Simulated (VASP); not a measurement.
NaH, 2 atoms in the cell. Symmetry: Fm-3m, No. 225, cubic system. The conventional cell has a = 4.714 Å, b = 4.714 Å, c = 4.714 Å, α = 90.00°, β = 90.00°, γ = 90.00°. Na (site symmetry m-3m) has 6 H at 2.36 Å within 3.1 Å. Within 3.1 Å of H (site symmetry m-3m) lie 6 Na at 2.36 Å.  This cell differs from its parent crystal: volume changed by -5%.

```yaml
Program: VASP 6.6.1
Task: single point
Functional: PBE
Potentials_or_basis: VASP PAW PBE potentials, release 64 (Na_pv, H)
Cutoff: 520 eV
k_mesh: 6 × 6 × 6
Occupations: gaussian, width 0.01 eV
Spin: no spin polarisation
Dipole_correction: no
Further_INCAR_settings: ALGO = Normal; EDIFF = 1e-06; NBANDS = 11
```

Potentials or basis: VASP PAW PBE potentials, release 64 (Na_pv, H).

The run is started by

```bash
$ cat potpaw_PBE.64/Na_pv/POTCAR potpaw_PBE.64/H/POTCAR > POTCAR
$ mpirun -np 1 vasp_std > vasp.out
```

Hardware: 1 thread of Intel(R) Xeon(R) Platinum 8259CL CPU @ 2.50GHz (Skylake/Cascade Lake), with other jobs on the host.

Task: How long does it take, and how much memory?

Result: Run time: 5.8 s on 1 thread of Intel(R) Xeon(R) Platinum 8259CL CPU @ 2.50GHz (Skylake/Cascade Lake), with other jobs on the host, peak memory 0.14 GiB. Counts: scf iterations 12, k points 16.
